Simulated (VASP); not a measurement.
# SrCd (Pm-3m) in VASP: notebook, part 2 of 2

VASP 6.6.1. Earlier steps stand in the parts before.

### Step 5. Single point, LDA (33.35 Å³/atom)

This run uses another cell than the first one, of 33.35 Å³/atom.

Contents of INCAR:

```
SYSTEM = SrCd
PREC = Accurate
ENCUT = 520
EDIFF = 1E-6
ISMEAR = -1
SIGMA = 0.08
LREAL = .False.
LASPH = .True.
NELM = 80
ALGO = Normal
ISIF = 2
LWAVE = .False.
LCHARG = .True.
LELF = .True.
LVHAR = .True.
NBANDS = 18
```

Contents of KPOINTS:

```
regular mesh
0
Gamma
  10 10 10
  0 0 0
```

Contents of POSCAR:

```
SrCd
1.0
    4.0556770935      0.0000000000      0.0000000000
    0.0000000000      4.0556770935      0.0000000000
    0.0000000000      0.0000000000      4.0556770935
Sr Cd
1 1
Direct
    0.5000000000      0.5000000000      0.5000000000
    0.0000000000      0.0000000000      0.0000000000
```

Potentials or basis: VASP PAW LDA potentials, release 64 (Sr_sv, Cd).

Run with:

```sh
$ cat potpaw_LDA.64/Sr_sv/POTCAR potpaw_LDA.64/Cd/POTCAR > POTCAR
$ mpirun -np 1 vasp_std > vasp.out
```

OUTCAR:

```text
SYSTEM = SrCd
   PREC = Accurate
   ENCUT = 520
   EDIFF = 1E-6
   ISMEAR = -1
   LREAL = .False.
   LASPH = .True.
   NELM = 80
   ISIF = 2

 ion  position               nearest neighbor table
   1  0.500  0.500  0.500-   2 3.51   2 3.51   2 3.51   2 3.51   2 3.51   2 3.51   2 3.51   2 3.51

   2  0.000  0.000  0.000-   1 3.51   1 3.51   1 3.51   1 3.51   1 3.51   1 3.51   1 3.51   1 3.51

  LATTYP: Found a simple cubic cell.
 ALAT       =     4.0556770935

  Lattice vectors:

 A1 = (   4.0556770935,   0.0000000000,   0.0000000000)
 A2 = (   0.0000000000,   4.0556770935,   0.0000000000)
 A3 = (   0.0000000000,   0.0000000000,   4.0556770935)

Analysis of symmetry for initial positions (statically):
=====================================================================
 Subroutine PRICEL returns:
 Original cell was already a primitive cell.

 Routine SETGRP: Setting up the symmetry group for a
 simple cubic supercell.

 Subroutine GETGRP returns: Found 48 space group operations
 (whereof 48 operations were pure point group operations)
 out of a pool of 48 trial point group operations.

The static configuration has the point symmetry O_h .

Analysis of symmetry for dynamics (positions and initial velocities):
=====================================================================
 Subroutine PRICEL returns:
 Original cell was already a primitive cell.

 Routine SETGRP: Setting up the symmetry group for a
 simple cubic supercell.

 Subroutine GETGRP returns: Found 48 space group operations
 (whereof 48 operations were pure point group operations)
 out of a pool of 48 trial point group operations.

The dynamic configuration has the point symmetry O_h .

 Subroutine INISYM returns: Found 48 space group operations
 (whereof 48 operations are pure point group operations),
 and found     1 'primitive' translations

----------------------------------------------------------------------------------------
[... 109 lines left out ...]
   EFERMI_NEDOS =   21; number of points for ismear=-14 and -15
   IALGO  =     38    algorithm
   IMIX   =      4    mixing-type and parameters
     AMIX     =   0.40;   BMIX     =  1.00
     AMIX_MAG =   1.60;   BMIX_MAG =  1.00
  volume/ion in A,a.u.               =      33.35       225.09
  Fermi-wavevector in a.u.,A,eV,Ry     =   1.131060  2.137394 17.405892  1.279297
  Thomas-Fermi vector in A             =   2.267758
   LORBIT       =      0    0 simple, 1 ext, 2 COOP (PROOUT), +10 PAW based schemes
   GGA     = CA    functional components
   LHFCALC =     F    Hartree Fock is set to
   AEXX    =    0.0000 exact exchange contribution
   IVDW    =     0    specifies the selected vdW correction
   LEPSILON=     F    determine dielectric tensor
   LRPA    =     F    only Hartree local field effects (RPA)
 non-spin polarized calculation
  energy-cutoff  :      520.00
  volume of cell :       66.71
 maximum number of plane-waves:      1856
   NGX = 15   NGY = 15   NGZ = 15

 number of electron      21.9999991 magnetization

 Free energy of the ion-electron system (eV)
  ---------------------------------------------------
  ext. energy  EPLUGINS =         0.00000000
  ---------------------------------------------------
  free energy    TOTEN  =        -4.06313735 eV

  energy without entropy =       -4.03611880  energy(sigma->0) =       -4.04962808

 E-fermi :   1.8927     XC(G=0):  -9.2722

 val. band max:        1.8910796899   @ k =   0.5000   0.5000   0.0000
 cond. band min:       1.9257046802   @ k =   0.4000   0.4000   0.1000
 fundamental gap:      0.0346249903
 Fermi energy:         1.8927005208

 k-point     1 :       0.0000    0.0000    0.0000
  band No.  band energies     occupation
      1     -33.7916      2.00000
      2     -15.8282      2.00000
      3     -15.8282      2.00000
      4     -15.8282      2.00000
      5      -6.6831      2.00000
      6      -6.6831      2.00000
[... 481 lines left out ...]
      5      -6.6464      2.00000
      6      -6.5847      2.00000
[... 10 lines left out ...]
     17       8.2832      0.00000
     18       8.9746      0.00000

 [... further k-points ...]

------------------------ aborting loop because EDIFF is reached ----------------------------------------

  FORCE on cell =-STRESS in cart. coord.  units (eV):
  Direction    XX          YY          ZZ          XY          YZ          ZX
  --------------------------------------------------------------------------------------
  -------------------------------------------------------------------------------------
  Total       -1.1626730     -1.1626730     -1.1626730      0.0000000      0.0000000      0.0000000
  in kB      -27.9240284    -27.9240284    -27.9240284      0.0000000      0.0000000      0.0000000
  external PRESSURE =     -27.9240284 kB  Pullay stress =       0.0000000 kB

 VOLUME and BASIS-vectors are now :
 -----------------------------------------------------------------------------
  energy-cutoff  :      520.00
  volume of cell :       66.71
      direct lattice vectors                 reciprocal lattice vectors
     4.055677093  0.000000000  0.000000000     0.246567953  0.000000000  0.000000000
     0.000000000  4.055677093  0.000000000     0.000000000  0.246567953  0.000000000
     0.000000000  0.000000000  4.055677093     0.000000000  0.000000000  0.246567953

 POSITION                                       TOTAL-FORCE (eV/Angst)
 -----------------------------------------------------------------------------------
      2.02784      2.02784      2.02784         0.000000      0.000000      0.000000
      0.00000      0.00000      0.00000         0.000000      0.000000      0.000000
 -----------------------------------------------------------------------------------
    total drift:                               -0.000000      0.000000     -0.000000

  FREE ENERGIE OF THE ION-ELECTRON SYSTEM (eV)
  ---------------------------------------------------
  free  energy   TOTEN  =        -4.0631373534 eV

  energy  without entropy=       -4.0361187996  energy(sigma->0) =       -4.04962808
```

It took 25 s on 1 thread of Oxide Virtual Turin-like, shared host; peak memory 0.17 GiB.

Results:

| Quantity | Value |
| --- | --- |
| Free energy | -4.0631 eV |
| Pressure | -2.8 GPa |
| Band gap on the k mesh | zero (bands 11 and 12 overlap by 2.04 eV) |

### Step 6. Summary

| cell | gap on the mesh (eV) | pressure (GPa) |
| --- | --- | --- |
| a = 3.921 Å, 2 atoms | none | -0.3 |
| a = 3.976 Å, 2 atoms | none | -1.5 |
| a = 4.016 Å, 2 atoms | none | -2.2 |
| a = 4.056 Å, 2 atoms | none | -2.8 |

Alike in all rows: task single point; level LDA; potentials or basis VASP PAW LDA potentials, release 64 (Sr_sv, Cd); no spin polarisation; k mesh 10 × 10 × 10; cutoff (eV) 520; smearing fermi-dirac 0.08 eV.

Absolute energies hang on the potentials; compare differences alone.

The gap in the log of VASP goes by the Fermi energy; the results here count the filled bands.